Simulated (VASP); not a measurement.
Input of a VASP 6.6.1 run:

POSCAR

```
Al2O3
1.0
    2.6535789524      0.0000000000      0.0000000000
   -1.3267894762      2.2980667837      0.0000000000
    0.0000000000      0.0000000000      9.7102246384
Al O
2 3
Direct
    0.0000000000      0.0000000000      0.1499923300
    0.0000000000      0.0000000000      0.8500076700
    0.3333333333      0.6666666667      0.2223169200
    0.6666666667      0.3333333333      0.0000000000
    0.3333333333      0.6666666667      0.7776830800
```

File INCAR.step1:

```
PREC = Accurate ; ENCUT = 520
ISMEAR = 0 ; SIGMA = 0.05
LREAL = False ; LASPH = True
NELM = 100 ; NBANDS = 20
GGA = PE ; ALGO = Normal
EDIFF = 1E-4 ; LWAVE = True
LCHARG = False
```

INCAR.step2

```
PREC = Accurate ; ENCUT = 520
EDIFF = 1E-6 ; ISMEAR = 0
SIGMA = 0.05 ; LREAL = False
LASPH = True ; NELM = 100
ALGO = Normal ; ISIF = 2
LWAVE = False ; LCHARG = False
METAGGA = R2SCAN ; LMIXTAU = True
NBANDS = 20 ; ISTART = 1
```

KPOINTS

```
regular mesh
0
Gamma
  12 12 4
```

Potentials or basis: VASP PAW PBE potentials, release 64 (Al, O).

Launch:

```sh
$ cat potpaw_PBE.64/Al/POTCAR potpaw_PBE.64/O/POTCAR > POTCAR
$ cp INCAR.step1 INCAR
$ mpirun -np 1 vasp_std > vasp.out
$ cp INCAR.step2 INCAR
$ mpirun -np 1 vasp_std > vasp.out
```

(1) Predict the pressure.

(2) What does it give for the band gap on the k mesh?

(3) Estimate the largest force.

Results:

(1) 28.2 GPa.

(2) 7.17 eV.

(3) 2.773 eV/Å.

Caveat: the cell differs from its parent crystal (strain -0.080 along x and y, +0.040 along z); the cell stands under pressure; the PAW data sets were made with another functional, which shifts forces and pressure a little.
